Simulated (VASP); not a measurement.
Write the native input for VASP 6.6.1 that does the following.

```yaml
Task: single point
Functional: PBE
Potentials_or_basis: VASP PAW PBE potentials, release 64 (K_sv, Ta_pv, O)
Cutoff: 520 eV
k_mesh: 5 × 5 × 5
Occupations: fermi-dirac, width 0.01 eV
Spin: no spin polarisation
Dipole_correction: no
Further_INCAR_settings: ALGO = Normal; EDIFF = 1e-06; NBANDS = 27
```

The structure of KTaO3 lies in POSCAR:

```
KTaO3
1.0
    3.9085340000      0.0000000000      0.0000000000
    0.0000000000      3.9085340000      0.0000000000
    0.0000000000      0.0000000000      3.9883000000
K Ta O
1 1 3
Direct
    0.5000000000      0.5000000000      0.5000000000
    0.0000000000      0.0000000000      0.0000000000
    0.5000000000      0.0000000000      0.0000000000
    0.0000000000      0.5000000000      0.0000000000
    0.0000000000      0.0000000000      0.5000000000
```

This cell differs from its parent crystal: equal xx and yy strain of -2 %.

These files were run (other wordings do the same):

INCAR

```
ALGO = Normal
EDIFF = 1E-6
ENCUT = 520
GGA = PE
ISIF = 2
ISMEAR = -1
LASPH = True
LCHARG = False
LREAL = False
LWAVE = False
NBANDS = 27
NELM = 100
PREC = Accurate
SIGMA = 0.01
```

KPOINTS

```
k-points
0
Gamma
  5 5 5
```

Potentials or basis: VASP PAW PBE potentials, release 64 (K_sv, Ta_pv, O).

Command:

```console
$ cat potpaw_PBE.64/K_sv/POTCAR potpaw_PBE.64/Ta_pv/POTCAR potpaw_PBE.64/O/POTCAR > POTCAR
$ mpirun -np 1 vasp_std > vasp.out
```

Results of the run:

- Pressure: 15.8 GPa
- Band gap on the k mesh: 2.36 eV, indirect (least direct gap 2.83 eV)

Caveat: the cell differs from its parent crystal (equal xx and yy strain of -2 %); spin-orbit coupling is left out, which moves the levels of the heavy elements.

Wall time 16 s on 1 thread of AMD EPYC 9R45 96-Core Processor (Zen 5), on a shared host, peak memory 0.15 GiB.
